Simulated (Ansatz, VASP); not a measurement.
# Two plane-wave programs on GaSb

Contents of INCAR:

```
PREC = Accurate
ENCUT = 500
EDIFF = 1E-6
ISMEAR = 0
SIGMA = 0.05
LREAL = F
LASPH = T
NELM = 120
ALGO = Normal
ISIF = 2
LWAVE = F
LCHARG = T
GGA = PE
LELF = T
LVHAR = T
NBANDS = 16
GGA_COMPAT = F
```

File KPOINTS:

```
regular mesh
0
Gamma
  6 6 6
```

The input POSCAR:

```
GaSb
1.0
    0.0000000000      3.1112732347      3.1112732347
    3.1112732347      0.0000000000      3.1112732347
    3.1112732347      3.1112732347      0.0000000000
Ga Sb
1 1
Direct
    0.0000000000      0.0000000000      0.0000000000
    0.2500000000      0.2500000000      0.2500000000
```

Input for Ansatz:

```yaml
crystal:
  lattice:
    - [0.0, 3.1112732347, 3.1112732347]
    - [3.1112732347, 0.0, 3.1112732347]
    - [3.1112732347, 3.1112732347, 0.0]
  atoms:
    - { symbol: Ga, position: [0.0, 0.0, 0.0] }
    - { symbol: Sb, position: [0.25, 0.25, 0.25] }
basis:
  ecutwfc: 420
kpoints:
  mp_grid: { grid: [6, 6, 6] }
hamiltonian:
  xc: pbe
scf:
  occupations: { method: gaussian, width: 0.05 }
output:
  forces: true
  stress: true
  eigenvalues: true
```

Alike in both runs: task single point; functional PBE; k mesh 6 × 6 × 6; occupations gaussian, width 0.05 eV; no spin polarisation.

|  | VASP | Ansatz |
| --- | --- | --- |
| version | VASP 6.6.1 | Ansatz 0.2.0 |
| potentials or method | VASP PAW PBE potentials, release 64 (Ga_d, Sb), cutoff 500 eV | scalar-relativistic, plane waves, PAW |
| valence electrons in the cell | 18 | 28 |

|  | VASP | Ansatz | Ansatz less VASP |
| --- | --- | --- | --- |
| gap on the k mesh at the Fermi level (eV) | none | none | - |
| pressure (GPa) | 0.0 | -0.1 | -0.07 |

A gap of «none» marks a metal or a gap that the smearing closes. The functional is the same, so the differences come from potentials, cutoffs and numerics. VASP's potentials hold 18 valence electrons a cell and Ansatz's 28, so a difference there can come from the potentials and not from the codes.

Spin-orbit coupling is off throughout.
